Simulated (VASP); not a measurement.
A run of VASP 6.6.1 is set up as follows.

File POSCAR:

```
TaN
1.0
    3.0208026035      0.0000000000      0.0000000000
   -1.5104013018      2.6160917945      0.0000000000
    0.0000000000      0.0000000000      2.7271133787
Ta N
1 1
Direct
    0.3333333333      0.6666666667      0.5000000000
    0.0000000000      0.0000000000      0.0000000000
```

Contents of INCAR.step1:

```
SYSTEM = TaN
ALGO = Normal
EDIFF = 1E-4
ENCUT = 520
GGA = PE
ISMEAR = 0
LASPH = .True.
LCHARG = .False.
LREAL = .False.
LWAVE = .True.
NBANDS = 15
NELM = 60
PREC = Accurate
SIGMA = 0.15
```

The input INCAR.step2:

```
SYSTEM = TaN
ALGO = Normal
EDIFF = 1E-6
ENCUT = 520
ISIF = 2
ISMEAR = 0
ISTART = 1
LASPH = .True.
LCHARG = .False.
LMIXTAU = .True.
LREAL = .False.
LWAVE = .False.
METAGGA = R2SCAN
NBANDS = 15
NELM = 60
PREC = Accurate
SIGMA = 0.15
```

Contents of KPOINTS:

```
k-points
0
Gamma
  24 24 18
  0 0 0
```

Potentials or basis: VASP PAW PBE potentials, release 64 (Ta_pv, N).

Command:

```bash
$ cat potpaw_PBE.64/Ta_pv/POTCAR potpaw_PBE.64/N/POTCAR > POTCAR
$ cp INCAR.step1 INCAR
$ mpirun -np 1 vasp_std > vasp.out
$ cp INCAR.step2 INCAR
$ mpirun -np 1 vasp_std > vasp.out
```

Estimate the band gap on the k mesh.

zero (bands 8 and 9 overlap by 0.50 eV).

Predict the pressure.

5.4 GPa.

Stress tensor (GPa, compression positive):
```
-14.24   0.00   0.00
  0.00 -14.24   0.00
  0.00   0.00  44.77
```

Caveat: the cell stands under pressure; the PAW data sets were made with another functional, which shifts forces and pressure a little; spin-orbit coupling is left out, which moves the levels of the heavy elements.
